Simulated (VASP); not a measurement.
# Au (P2_1/m) in VASP: notebook, part 2 of 3

VASP 6.6.1.

## 3. Single point, PBE (atoms displaced along a vibrational mode)

Contents of INCAR:

```
PREC = Accurate
ENCUT = 500
EDIFF = 1E-6
ISMEAR = 0
SIGMA = 0.15
LREAL = F
LASPH = T
NELM = 120
ALGO = Normal
ISIF = 2
LWAVE = F
LCHARG = F
GGA = PE
NBANDS = 18
GGA_COMPAT = F
```

Contents of KPOINTS:

```
Automatic mesh
0
Gamma
  18 18 10
```

Contents of POSCAR:

```
Au
1.0
    2.9169619367      0.0000000000      0.0000000000
   -1.4584809683      2.5261631390      0.0000000000
    0.0000000000      0.0000000000      4.8900308251
Au
2
Direct
    0.1886622649      0.6666666667      0.7500000000
    0.8113377351      0.3333333333      0.2500000000
```

Potentials or basis: VASP PAW PBE potentials, release 64 (Au).

Run with:

```bash
cat potpaw_PBE.64/Au/POTCAR > POTCAR
mpirun -np 1 vasp_std > vasp.out
```

OUTCAR:

```text
PREC = Accurate
   ENCUT = 500
   EDIFF = 1E-6
   ISMEAR = 0
   LREAL = F
   LASPH = T
   NELM = 120
   ISIF = 2
   GGA = PE

 ion  position               nearest neighbor table
   1  0.189  0.667  0.750-   2 2.66   2 2.66   2 3.09   2 3.09   2 3.46   2 3.46
   2  0.811  0.333  0.250-   1 2.66   1 2.66   1 3.09   1 3.09   1 3.46   1 3.46

  LATTYP: Found a hexagonal cell.
 ALAT       =     2.9169619367
 C/A-ratio  =     1.6764122848

  Lattice vectors:

 A1 = (   2.9169619367,   0.0000000000,   0.0000000000)
 A2 = (  -1.4584809683,   2.5261631390,   0.0000000000)
 A3 = (   0.0000000000,   0.0000000000,   4.8900308251)

Analysis of symmetry for initial positions (statically):
=====================================================================
 Subroutine PRICEL returns:
 Original cell was already a primitive cell.

 Routine SETGRP: Setting up the symmetry group for a
 hexagonal supercell.

 Subroutine GETGRP returns: Found  4 space group operations
 (whereof  2 operations were pure point group operations)
 out of a pool of 24 trial point group operations.

The static configuration has the point symmetry S_2 .
 The point group associated with its full space group is C_2h.

Analysis of symmetry for dynamics (positions and initial velocities):
=====================================================================
 Subroutine PRICEL returns:
 Original cell was already a primitive cell.

 Routine SETGRP: Setting up the symmetry group for a
 hexagonal supercell.

 Subroutine GETGRP returns: Found  4 space group operations
 (whereof  2 operations were pure point group operations)
 out of a pool of 24 trial point group operations.

The dynamic configuration has the point symmetry S_2 .
 The point group associated with its full space group is C_2h.

 Subroutine INISYM returns: Found  4 space group operations
 (whereof  2 operations are pure point group operations),
 and found     1 'primitive' translations

----------------------------------------------------------------------------------------

                                     Primitive cell

  volume of cell :      36.0333

  direct lattice vectors                    reciprocal lattice vectors
     2.916961937  0.000000000  0.000000000     0.342822437  0.197928626  0.000000000
    -1.458480968  2.526163139  0.000000000     0.000000000  0.395857253  0.000000000
     0.000000000  0.000000000  4.890030825     0.000000000  0.000000000  0.204497688

  length of vectors
     2.916961937  2.916961937  4.890030825     0.395857253  0.395857253  0.204497688

  position of ions in fractional coordinates (direct lattice)
     0.188662265  0.666666667  0.750000000
     0.811337735  0.333333333  0.250000000

  ion indices of the primitive-cell ions
   primitive index   ion index
                 1           1
                 2           2

----------------------------------------------------------------------------------------

 KPOINTS: Automatic mesh

Automatic generation of k-mesh.
 Grid dimensions read from file:
 generate k-points for:   18   18   10

 Generating k-lattice:

  Cartesian coordinates                     Fractional coordinates (reciprocal lattice)
     0.019045691  0.010996035  0.000000000     0.055555556  0.000000000  0.000000000
     0.000000000  0.021992070  0.000000000     0.000000000  0.055555556  0.000000000
     0.000000000  0.000000000  0.020449769     0.000000000  0.000000000  0.100000000

  Length of vectors
     0.021992070  0.021992070  0.020449769

  Shift w.r.t. Gamma in fractional coordinates (k-lattice)
     0.000000000  0.000000000  0.000000000

 Subroutine IBZKPT returns following result:
 ===========================================

 Found    984 irreducible k-points:

 Following reciprocal coordinates:
            Coordinates               Weight
  0.000000  0.000000  0.000000      1.000000
  0.055556 -0.000000  0.000000      2.000000
  0.000000  0.055556  0.000000      2.000000
 -0.055556  0.055556  0.000000      2.000000
  0.111111 -0.000000  0.000000      2.000000
  0.000000  0.111111  0.000000      2.000000
[... 16 lines left out ...]
  0.444444  0.000000  0.000000      2.000000
  0.000000  0.444444  0.000000      2.000000
 [... further k-points ...]
   k-points           NKPTS =    984   k-points in BZ     NKDIM =    984   number of bands    NBANDS=     18
   number of dos      NEDOS =    301   number of ions     NIONS =      2
   total plane-waves  NPLWV =  20736
   dimension x,y,z NGX =    24 NGY =   24 NGZ =   36
   dimension x,y,z NGXF=    48 NGYF=   48 NGZF=   72
   ions per type =               2
   NGX,Y,Z   is equivalent  to a cutoff of  13.68, 13.68, 12.24 a.u.
   NGXF,Y,Z  is equivalent  to a cutoff of  27.36, 27.36, 24.48 a.u.
 SYSTEM =  unknown system
   PREC   = accura    normal or accurate (medium, high low for compatibility)
   ISTART =      0    job   : 0-new  1-cont  2-samecut
   ICHARG =      2    charge: 1-file 2-atom 10-const
   ISPIN  =      1    spin polarized calculation?
   LNONCOLLINEAR =      F non collinear calculations
   LSORBIT =      F    spin-orbit coupling
   LASPH  =      T    aspherical Exc in radial PAW
   ENCUT  =  500.0 eV  36.75 Ry    6.06 a.u.   5.32  5.32  8.92*2*pi/ulx,y,z
   NELM   =    120;   NELMIN=  2; NELMDL= -5     # of ELM steps
   EDIFF  = 0.1E-05   stopping-criterion for ELM
   LREAL  =      F    real-space projection
   EDIFFG = 0.1E-04   stopping-criterion for IOM
   NSW    =      0    number of steps for IOM
   IBRION =     -1    ionic relax: 0-MD 1-quasi-New 2-CG
   NFREE  =      0    steps in history (QN), initial steepest desc. (CG)
   ISIF   =      2    stress and relaxation
   ISYM   =      2    0-nonsym 1-usesym 2-fastsym
   POTIM  = 0.5000    time-step for ionic-motion
   TEBEG  =    0.0;   TEEND  =   0.0 temperature during run
   PSTRESS=    0.0 pullay stress
   NELECT =      22.0000    total number of electrons
   NUPDOWN=      -1.0000    fix difference up-down
   EMIN   =  10.00;   EMAX   =-10.00  energy-range for DOS
   EFERMI =   0.00;   METHOD = LEGACY
   ISMEAR =     0;   SIGMA  =   0.15  broadening in eV -4-tet -1-fermi 0-gaus
   EFERMI_NEDOS =   21; number of points for ismear=-14 and -15
   IALGO  =     38    algorithm
   IMIX   =      4    mixing-type and parameters
     AMIX     =   0.40;   BMIX     =  1.00
     AMIX_MAG =   1.60;   BMIX_MAG =  1.00
  volume/ion in A,a.u.               =      18.02       121.58
  Fermi-wavevector in a.u.,A,eV,Ry     =   1.388826  2.624500 26.243426  1.928837
  Thomas-Fermi vector in A             =   2.512915
   LORBIT       =      0    0 simple, 1 ext, 2 COOP (PROOUT), +10 PAW based schemes
   GGA     = PE    functional components
   LHFCALC =     F    Hartree Fock is set to
   AEXX    =    0.0000 exact exchange contribution
   IVDW    =     0    specifies the selected vdW correction
   LEPSILON=     F    determine dielectric tensor
   LRPA    =     F    only Hartree local field effects (RPA)
 non-spin polarized calculation
 Gauss-broadening in eV      SIGMA  =   0.15
  energy-cutoff  :      500.00
  volume of cell :       36.03
 maximum number of plane-waves:       930
 NGX is ok and might be reduce to    24
   NGX = 11   NGY = 11   NGZ = 17

 number of electron      21.9999998 magnetization

 Free energy of the ion-electron system (eV)
  ---------------------------------------------------
  ext. energy  EPLUGINS =         0.00000000
  ---------------------------------------------------
  free energy    TOTEN  =        -6.24565089 eV

  energy without entropy =       -6.23605672  energy(sigma->0) =       -6.24085380

 E-fermi :   8.5672     XC(G=0): -12.3611

 val. band max:        8.5665301157   @ k =   0.1111  -0.0000   0.1000
 cond. band min:       8.5678742078   @ k =   0.5000   0.3333   0.2000
 fundamental gap:      0.0013440920
 Fermi energy:         8.5671990025

 k-point     1 :       0.0000    0.0000    0.0000
  band No.  band energies     occupation
      1      -0.7089      2.00000
      2       1.8239      2.00000
      3       3.0869      2.00000
      4       4.2237      2.00000
      5       4.4845      2.00000
      6       4.5662      2.00000
[... 10 lines left out ...]
     17      26.1733      0.00000
     18      28.0212      0.00000
[... 463 lines left out ...]
 k-point    24 :       0.0000    0.4444    0.0000
  band No.  band energies     occupation
      1       2.2098      2.00000
      2       2.7463      2.00000
      3       2.7857      2.00000
      4       3.3097      2.00000
      5       4.1235      2.00000
      6       5.0558      2.00000
[... 10 lines left out ...]
     17      21.0133      0.00000
     18      22.1232      0.00000

 [... further k-points ...]

------------------------ aborting loop because EDIFF is reached ----------------------------------------

  FORCE on cell =-STRESS in cart. coord.  units (eV):
  Direction    XX          YY          ZZ          XY          YZ          ZX
  --------------------------------------------------------------------------------------
  -------------------------------------------------------------------------------------
  Total       -0.1152292      0.0702610      3.0753350      0.2598923      0.0000000      0.0000000
  in kB       -5.1235297      3.1240737    136.7411598     11.5558081      0.0000000      0.0000000
  external PRESSURE =      44.9139013 kB  Pullay stress =       0.0000000 kB

 VOLUME and BASIS-vectors are now :
 -----------------------------------------------------------------------------
  energy-cutoff  :      500.00
  volume of cell :       36.03
      direct lattice vectors                 reciprocal lattice vectors
     2.916961937  0.000000000  0.000000000     0.342822437  0.197928626  0.000000000
    -1.458480968  2.526163139  0.000000000     0.000000000  0.395857253  0.000000000
     0.000000000  0.000000000  4.890030825     0.000000000  0.000000000  0.204497688

 POSITION                                       TOTAL-FORCE (eV/Angst)
 -----------------------------------------------------------------------------------
     -0.42200      1.68411      3.66752         0.417454      0.602497      0.000000
      1.88048      0.84205      1.22251        -0.417454     -0.602497     -0.000000
 -----------------------------------------------------------------------------------
    total drift:                               -0.000000      0.000000     -0.000000

  FREE ENERGIE OF THE ION-ELECTRON SYSTEM (eV)
  ---------------------------------------------------
  free  energy   TOTEN  =        -6.2456508866 eV

  energy  without entropy=       -6.2360567204  energy(sigma->0) =       -6.24085380
```

stdout:

```text
POSCAR found type information on POSCAR Au
 POSCAR found :  1 types and       2 ions
 scaLAPACK will be used
 LDA part: xc-table for (Slater+PW92), standard interpolation
 POSCAR, INCAR and KPOINTS ok, starting setup
 FFT: planning ... GRIDC
 FFT: planning ... GRID_SOFT
 FFT: planning ... GRID
 WAVECAR not read
 entering main loop
```

Wall time 7.1 min (1 thread of Intel Xeon 8259CL, shared host); peak memory 0.56 GiB.

What came out:

* Free energy: -6.2457 eV
* Pressure: 4.5 GPa
* Largest force: 0.733 eV/Å
* Band gap on the k mesh: zero (bands 11 and 12 overlap by 5.55 eV)

Forces in eV/Å, atoms in the order of the input:
```
Au   0.417  0.602  0.000
Au  -0.417 -0.602  0.000
```

Stress tensor (GPa, compression positive):
```
-0.51  1.16  0.00
 1.16  0.31  0.00
 0.00  0.00 13.67
```

Caveat: the cell differs from its parent crystal (atoms displaced along a vibrational mode); the cell stands under pressure; spin-orbit coupling is left out, which moves the levels of the heavy elements.

(Part 2 of 3 ends here.)
